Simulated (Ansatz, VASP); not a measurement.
**FeSi in VASP and in Ansatz**

```xyz
8
Lattice="4.2824 0.0000 0.0000 0.0000 4.2824 0.0000 0.0000 0.0000 4.2824" Properties=species:S:1:pos:R:3 pbc="T T T"
Fe    0.5975    0.5975    0.5975
Fe    1.5437    3.6848    2.7387
Fe    2.7387    1.5437    3.6848
Fe    3.6848    2.7387    1.5437
Si    3.6079    3.6079    3.6079
Si    2.8156    0.6744    1.4668
Si    1.4668    2.8156    0.6744
Si    0.6744    1.4668    2.8156
```

Alike in both runs: functional r2SCAN; k mesh 8 × 8 × 8; occupations gaussian, width 0.05 eV; no spin polarisation.

Ansatz relaxed the structure, and its values are those at the end. VASP's run is a single point on that final structure, the one shown.

```csv
,VASP,Ansatz
version,VASP 6.6.1,Ansatz 0.2.0
potentials or method,"VASP PAW PBE potentials, release 64 (Fe, Si), cutoff 520 eV","scalar-relativistic, plane waves, PAW"
valence electrons in the cell,48,80
```

```tsv
	VASP	Ansatz	Ansatz less VASP
gap on the k mesh at the Fermi level (eV)	0.31	0.32	+0.008
least direct gap on the mesh (eV)	0.33	0.34	+0.008
pressure (GPa)	25.4	24.7	-0.76
rms of the force components (eV/Å)	0.020	0.002	-0.0183
```

VASP's potentials were made for PBE, not for r2SCAN. VASP's potentials hold 48 valence electrons a cell and Ansatz's 80, so a difference there can come from the potentials and not from the codes. Ansatz's warnings: stress scf threshold loose.
